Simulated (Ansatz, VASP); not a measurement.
**Fe in VASP and in Ansatz**

The input INCAR:

```
PREC     = Accurate       # precision mode
ENCUT    = 600            # plane-wave cutoff, eV
EDIFF    = 1E-6           # SCF threshold, eV
ISMEAR   = 0              # smearing method
SIGMA    = 0.05           # smearing width, eV
LREAL    = False          # projectors in reciprocal space
LASPH    = True           # aspherical terms in the spheres
NELM     = 120            # most SCF steps
ALGO     = Normal         # electronic algorithm
ISIF     = 2              # what is computed and relaxed
LWAVE    = False          # write WAVECAR
LCHARG   = False          # write CHGCAR
GGA      = PE             # functional
NBANDS   = 14             # bands
GGA_COMPAT= False
```

File KPOINTS:

```
Automatic mesh
0
Gamma
  22 22 22
```

The input POSCAR:

```
Fe
1.0
   -1.3697016121      1.3697016121      1.3697016121
    1.3697016121     -1.3697016121      1.3697016121
    1.3697016121      1.3697016121     -1.3697016121
Fe
1
Direct
    0.0000000000      0.0000000000      0.0000000000
```

Input for Ansatz:

```yaml
crystal:
  lattice:
    - [-1.3697016121, 1.3697016121, 1.3697016121]
    - [1.3697016121, -1.3697016121, 1.3697016121]
    - [1.3697016121, 1.3697016121, -1.3697016121]
  atoms:
    - { symbol: Fe, position: [0.0, 0.0, 0.0] }
basis:
  ecutwfc: 420
  ecutrho_ratio: 4
kpoints:
  mp_grid: { grid: [22, 22, 22] }
hamiltonian:
  xc: pbe
scf:
  occupations: { method: gaussian, width: 0.05 }
output:
  forces: true
  stress: true
  eigenvalues: true
```

Alike in both runs: task single point; functional PBE; k mesh 22 × 22 × 22; occupations gaussian, width 0.05 eV; no spin polarisation.

|  | VASP | Ansatz |
| --- | --- | --- |
| version | VASP 6.6.1 | Ansatz 0.2.0 |
| potentials or method | VASP PAW PBE potentials, release 64 (Fe_sv), cutoff 600 eV | scalar-relativistic, plane waves, PAW |
| valence electrons in the cell | 16 | 16 |

|  | VASP | Ansatz | Ansatz less VASP |
| --- | --- | --- | --- |
| gap on the k mesh at the Fermi level (eV) | none | none | - |
| pressure (GPa) | 1.6 | 5.7 | +4.13 |

A gap of «none» marks a metal or a gap that the smearing closes. One of these differences is far larger than is usual between the two programs; its cause wasn't traced. With one functional, cell and mesh, what is left measures potentials, basis and numerics.
